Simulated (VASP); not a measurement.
A run of VASP 6.6.1 is set up as follows.

Contents of INCAR:

```
SYSTEM = Li2SbMo3
PREC = Accurate
ENCUT = 520
EDIFF = 1E-6
ISMEAR = 0
SIGMA = 0.1
LREAL = .False.
LASPH = .True.
NELM = 100
ALGO = Fast
ISIF = 2
LWAVE = .False.
LCHARG = .False.
GGA = PE
NBANDS = 36
```

Contents of KPOINTS:

```
regular mesh
0
Gamma
  8 8 10
  0 0 0
```

Contents of POSCAR:

```
Li2SbMo3
1.0
    2.4932161838     -4.4377464496      0.0000000000
    2.4932161838      4.4377464496      0.0000000000
    0.0000000000      0.0000000000      4.4284307721
Li Sb Mo
2 1 3
Direct
    0.0000000000      0.5000000000      0.5000000000
    0.5000000000      0.0000000000      0.5000000000
    0.5000000000      0.5000000000      0.0000000000
    0.1631225424      0.8368774576      0.0000000000
    0.8368774576      0.1631225424      0.0000000000
    0.0000000000      0.0000000000      0.5000000000
```

Potentials or basis: VASP PAW PBE potentials, release 64 (Li_sv, Sb, Mo_sv).

Run with:

```sh
$ cat potpaw_PBE.64/Li_sv/POTCAR potpaw_PBE.64/Sb/POTCAR potpaw_PBE.64/Mo_sv/POTCAR > POTCAR
$ mpirun -np 1 vasp_std > vasp.out
```

Question: Estimate the largest force.

Answer: 0.017 eV/Å.

Question: Estimate the band gap on the k mesh.

Answer: Zero (an odd number of electrons rules out a gap without spin polarisation).

Forces on the atoms (eV/Å):
```
Li   0.000  0.000  0.000
Li   0.000  0.000  0.000
Sb   0.000  0.000  0.000
Mo   0.000 -0.017  0.000
Mo   0.000  0.017  0.000
Mo   0.000  0.000  0.000
```

Caveat: spin-orbit coupling is left out, which moves the levels of the heavy elements.
